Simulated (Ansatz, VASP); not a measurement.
**SrO: VASP beside Ansatz**

Contents of INCAR:

```
SYSTEM = SrO
PREC = Accurate
ENCUT = 520
EDIFF = 1E-7
ISMEAR = 0
SIGMA = 0.05
LREAL = .FALSE.
LASPH = .TRUE.
NELM = 80
ALGO = Normal
ISIF = 2
LWAVE = .FALSE.
LCHARG = .TRUE.
GGA = PE
LELF = .TRUE.
LVHAR = .TRUE.
NBANDS = 15
```

File KPOINTS:

```
Automatic mesh
0
G
  8 8 8
  0 0 0
```

POSCAR

```
SrO
1.0
    0.0129869588      2.5973917585      2.5973917585
    2.5973917585      0.0129869588      2.5973917585
    2.6103787173      2.6103787173      0.0000000000
Sr O
1 1
Direct
    0.0000000000      0.0000000000      0.0000000000
    0.5000000000      0.5000000000      0.5000000000
```

Input for Ansatz:

```yaml
crystal:
  lattice:
    - [0.0129869588, 2.5973917585, 2.5973917585]
    - [2.5973917585, 0.0129869588, 2.5973917585]
    - [2.6103787173, 2.6103787173, 0.0]
  atoms:
    - { symbol: Sr, position: [0.0, 0.0, 0.0] }
    - { symbol: O, position: [0.5, 0.5, 0.5] }
basis:
  ecutwfc: 420
kpoints:
  mp_grid: { grid: [8, 8, 8] }
hamiltonian:
  xc: pbe
scf:
  occupations: { method: gaussian, width: 0.05 }
output:
  forces: true
  stress: true
  eigenvalues: true
```

Change from the starting cell: strain +0.0100 x Voigt [0, 0, 0, 0, 0, 1], atoms carried along.

Alike in both runs: task single point; functional PBE; k mesh 8 × 8 × 8; occupations gaussian, width 0.05 eV; no spin polarisation.

|  | VASP | Ansatz |
| --- | --- | --- |
| version | VASP 6.6.1 | Ansatz 0.2.0 |
| potentials or method | VASP PAW PBE potentials, release 64 (Sr_sv, O), cutoff 520 eV | scalar-relativistic, plane waves, PAW |
| valence electrons in the cell | 16 | 16 |

Ansatz gave:

| Quantity | Value |
| --- | --- |
| gap on the k mesh at the Fermi level (eV) | 3.31 |
| least direct gap on the mesh (eV) | 3.41 |
| pressure (GPa) | 0.0 |
| traceless stress, the component that is largest in VASP (GPa) | -0.54 |

Q: What did VASP give for the same quantities?

A: gap on the k mesh at the Fermi level (eV): 3.27; least direct gap on the mesh (eV): 3.37; pressure (GPa): 0.5; traceless stress, the component that is largest in VASP (GPa): -0.54.

The functional is the same, so the differences come from potentials, cutoffs and numerics.
